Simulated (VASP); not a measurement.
Input of a VASP 6.6.1 run:

Contents of INCAR:

```
ALGO     = Normal         # electronic algorithm
EDIFF    = 1E-6           # SCF threshold, eV
ENCUT    = 520            # plane-wave cutoff, eV
GGA      = PS             # functional
ISIF     = 2              # what is computed and relaxed
ISMEAR   = -1             # smearing method
ISPIN    = 2              # spin polarisation
IVDW     = 13             # dispersion correction
LASPH    = T              # aspherical terms in the spheres
LCHARG   = F              # write CHGCAR
LMAXMIX  = 4              # l up to which the mixer works
LORBIT   = 11             # projections on sites
LREAL    = F              # projectors in reciprocal space
LWAVE    = F              # write WAVECAR
MAGMOM   = 2 2            # initial moments
NBANDS   = 20             # bands
NELM     = 150            # most SCF steps
PREC     = Accurate       # precision mode
SIGMA    = 0.05           # smearing width, eV
```

Contents of KPOINTS:

```
k-points
0
Gamma
  12 12 7
```

Contents of POSCAR:

```
Co
1.0
    2.4446377085      0.0000000000      0.0000000000
   -1.2223188542      2.1171183586      0.0000000000
    0.0000000000      0.0000000000      3.9451296145
Co
2
Direct
    0.3333333333      0.6666666667      0.7500005317
    0.6666666667      0.3333333333      0.2499994683
```

Potentials or basis: VASP PAW PBE potentials, release 64 (Co).

Run with:

```sh
$ cat potpaw_PBE.64/Co/POTCAR > POTCAR
$ mpirun -np 1 vasp_std > vasp.out
```

Task: Estimate the pressure.

Result: -1.1 GPa.

Task: Predict the site moments.

Result: Co +1.54 μB.

Task: Predict the net moment.

Result: 3.07 μB per cell.

Task: Predict the dispersion energy per atom.

Result: -0.260 eV.

Caveat: the PAW data sets were made with another functional, which shifts forces and pressure a little.
